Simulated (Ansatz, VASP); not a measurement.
## Fe: VASP beside Ansatz

```
Fe
1.0
     2.21304    0.00000    0.00000
     0.00000    2.21304    0.00000
     0.00000    0.00000    2.21304
Fe
1
Direct
  0.00000 0.00000 0.00000
```

Alike in both runs: task single point; functional LDA; k mesh 14 × 14 × 14; occupations fermi-dirac, width 0.1 eV; non-collinear spin, spin-orbit coupling.

|  | VASP | Ansatz |
| --- | --- | --- |
| version | VASP 6.6.1 | Ansatz 0.2.0 |
| potentials or method | VASP PAW LDA potentials, release 64 (Fe), cutoff 520 eV | plane waves (420 eV) with PAW, fully relativistic with spin-orbit coupling |
| valence electrons in the cell | 8 | 16 |

```tsv
	VASP	Ansatz	Ansatz less VASP
net moment per atom (μB)	0.00	0.00	0.000
```

Ansatz warns that its potentials were made for another functional, while VASP's fit it. LDA's correlation is that of Perdew and Zunger in VASP and of Perdew and Wang (1992) in Ansatz. VASP's potentials hold 8 valence electrons a cell and Ansatz's 16, so a difference there can come from the potentials and not from the codes.
